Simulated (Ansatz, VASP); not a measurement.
**One calculation of B, two programs**

```
B
1.0
     2.86722    0.00000    0.00000
     0.00000    2.86722    0.00000
     0.00000    0.00000    7.89231
B
8
Direct
  0.00000 0.00000 0.50000
  0.00000 0.00000 0.00000
  0.50000 0.00000 0.39003
  0.00000 0.50000 0.10997
  0.50000 0.00000 0.60997
  0.00000 0.50000 0.89003
  0.50000 0.50000 0.75000
  0.50000 0.50000 0.25000
```

Alike in both runs: functional PBE; k mesh 14 × 14 × 6; occupations gaussian, width 0.1 eV; no spin polarisation.

Ansatz relaxed the structure, and its values are those at the end. VASP's run is a single point on that final structure, the one shown.

|  | VASP | Ansatz |
| --- | --- | --- |
| version | VASP 6.6.1 | Ansatz 0.2.0 |
| potentials or method | VASP PAW PBE potentials, release 64 (B), cutoff 520 eV | scalar-relativistic, plane waves, PAW |
| valence electrons in the cell | 24 | 24 |

|  | VASP | Ansatz | Ansatz less VASP |
| --- | --- | --- | --- |
| gap on the k mesh at the Fermi level (eV) | none | none | - |
| pressure (GPa) | 0.0 | 0.0 | -0.02 |
| rms of the force components (eV/Å) | 0.004 | 0.000 | -0.0043 |

A gap of «none» marks a metal or a gap that the smearing closes.
